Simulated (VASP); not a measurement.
Wanted: the native input for a VASP 6.6.1 run.

| Quantity | Value |
| --- | --- |
| Task | single point |
| Functional | PBEsol |
| Potentials or basis | VASP PAW PBE potentials, release 64 (Ir) |
| Cutoff | 520 eV |
| k mesh | 18 × 18 × 18 |
| Occupations | gaussian, width 0.1 eV |
| Spin | no spin polarisation |
| Dipole correction | no |
| Further INCAR settings | ALGO = Normal; EDIFF = 1e-07; NBANDS = 10 |

The structure of Ir lies in POSCAR:

```
Ir
1.0
    0.0000000000      1.8796303995      1.8796303995
    1.8796303995      0.0000000000      1.8796303995
    1.8796303995      1.8796303995      0.0000000000
Ir
1
Direct
    0.0000000000      0.0000000000      0.0000000000
```

One way to write it, as run:

INCAR

```
SYSTEM = Ir
PREC     = Accurate       ! precision mode
ENCUT    = 520            ! plane-wave cutoff, eV
EDIFF    = 1E-7           ! SCF threshold, eV
ISMEAR   = 0              ! smearing method
SIGMA    = 0.1            ! smearing width, eV
LREAL    = .False.        ! projectors in reciprocal space
LASPH    = .True.         ! aspherical terms in the spheres
NELM     = 80             ! most SCF steps
ALGO     = Normal         ! electronic algorithm
ISIF     = 2              ! what is computed and relaxed
LWAVE    = .False.        ! write WAVECAR
LCHARG   = .False.        ! write CHGCAR
GGA      = PS             ! functional
NBANDS   = 10             ! bands
```

KPOINTS

```
regular mesh
0
Gamma
  18 18 18
  0 0 0
```

Potentials or basis: VASP PAW PBE potentials, release 64 (Ir).

Run with:

```console
$ cat potpaw_PBE.64/Ir/POTCAR > POTCAR
$ mpirun -np 1 vasp_std > vasp.out
```

It gave:

The pressure is 26.5 GPa.

Caveat: the PAW data sets were made with another functional, which shifts forces and pressure a little.

Wall time 16 s on 1 thread of AMD EPYC 7R43 64-Core Processor (Zen 3) (shared host), peak memory 0.11 GiB.
